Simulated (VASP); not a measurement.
Runs of VASP 6.6.1 on SrO. The structure is that of space group Fm-3m (No. 225), or close to it. The cells are those of the table. 

```tsv
task	level	potentials or basis	cell	k mesh	cutoff (eV)	smearing	k mesh for the DOS	occupations for the DOS	gap on the mesh (eV)	pressure (GPa)
single point	PBE	VASP PAW PBE potentials, release 64 (Sr_sv, O)	a = 3.654 Å, angles 60.0°, 2 atoms	6 × 6 × 6	600	methfessel-paxton 0.071 eV	-	-	3.27	1.8
single point	PBE+D3(BJ)	VASP PAW PBE potentials, release 64 (Sr_sv, O)	a = 3.654 Å, angles 60.0°, 2 atoms	6 × 6 × 6	600	gaussian 0.1 eV	-	-	3.27	-0.5
single point	PBE	VASP PAW PBE potentials, release 64 (Sr_sv, O)	a = 3.654 Å, angles 60.0°, 2 atoms	4 × 4 × 4	600	gaussian 0.1 eV	-	-	3.27	1.9
single point	revPBE	VASP PAW PBE potentials, release 64 (Sr_sv, O)	a = 3.654 Å, angles 60.0°, 2 atoms	2 × 2 × 2	600	gaussian 0.1 eV	-	-	3.17	(b)
single point	PBE	VASP PAW PBE potentials, release 64 (Sr_sv, O)	a = 3.413 Å, angles 60.0°, 2 atoms	3 × 3 × 3	600	gaussian 0.01 eV	-	-	3.61	(a)
single point	LDA	VASP PAW LDA potentials, release 64 (Sr_sv, O)	a = 3.654 Å, angles 60.0°, 2 atoms	6 × 6 × 6	600	methfessel-paxton 0.03 eV	-	-	3.11	(c)
single point	PBE	VASP PAW PBE potentials, release 64 (Sr_sv, O)	a = 3.654 Å, angles 60.0°, 2 atoms	2 × 2 × 2	600	gaussian 0.1 eV	-	-	3.06	2.3
single point	PBE	VASP PAW PBE potentials, release 64 (Sr_sv, O)	a = 3.654 Å, angles 60.0°, 2 atoms	6 × 6 × 6	600	tetrahedron	-	-	3.27	1.8
single point	PBE	VASP PAW PBE potentials, release 64 (Sr_sv, O)	a = 3.654 Å, angles 60.0°, 2 atoms	6 × 6 × 6	600	methfessel-paxton 0.065 eV	-	-	3.27	1.8
single point	PBE	VASP PAW PBE potentials, release 64 (Sr_sv, O)	a = 3.654 Å, angles 60.0°, 2 atoms	6 × 6 × 6	600	gaussian 0.01 eV	-	-	3.27	1.8
```

Alike in all rows: no spin polarisation.

Problem. Estimate the missing entries.

Solution. (a) 32.2; (b) 4.6; (c) -5.0.

Caveats: some runs use coarse meshes; the PAW data sets were made with another functional, which shifts forces and pressure a little (some runs).

A k mesh can miss the band edges, and the runs leave out spin-orbit coupling on Sr.
